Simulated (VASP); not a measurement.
ZnS: single point with PBEsol

Crystal: ZnS.

```
CELL_PARAMETERS angstrom
3.81100 0.00000 0.00000
-1.90550 3.30042 0.00000
0.00000 0.00000 6.10932
ATOMIC_POSITIONS crystal
Zn 0.33333 0.66667 0.00000
Zn 0.66667 0.33333 0.50000
S 0.33333 0.66667 0.38500
S 0.66667 0.33333 0.88500
```

This cell differs from its parent crystal: zz strain of -2 %.

```json
{
  "Program": "VASP 6.6.1",
  "Task": "single point",
  "Functional": "PBEsol",
  "Potentials or basis": "VASP PAW PBE potentials, release 64 (Zn, S)",
  "Cutoff": "520 eV",
  "k mesh": "8 × 8 × 5",
  "Occupations": "fermi-dirac, width 0.03 eV",
  "Spin": "no spin polarisation",
  "Dipole correction": "no",
  "Further INCAR settings": "ALGO = Normal; EDIFF = 1e-07; NBANDS = 26"
}
```

- Pressure: 0.3 GPa
- Largest force: 0.216 eV/Å
- Band gap on the k mesh: 2.18 eV, direct

Forces on the atoms (eV/Å):
```
Zn   0.000  0.000  0.216
Zn   0.000  0.000  0.216
S    0.000  0.000 -0.216
S    0.000  0.000 -0.216
```

Stress tensor (GPa, compression positive):
```
0.10 0.00 0.00
0.00 0.10 0.00
0.00 0.00 0.75
```

Levels at points of the mesh, in eV from the valence-band top:
```tsv
k point	band 16	band 17	band 18	band 19	band 20	band 21
(0.00, 0.00, 0.00)	-0.07	-0.07	0.00	2.18	2.73	6.06
(0.50, 0.00, 0.00)	-2.46	-1.71	-1.04	3.34	4.22	5.09
```

Run time: 49 s on 1 thread of AMD EPYC 9R45 (Zen 5) (shared host), peak memory 0.17 GiB.

Caveat: the cell differs from its parent crystal (zz strain of -2 %); the PAW data sets were made with another functional, which shifts forces and pressure a little.
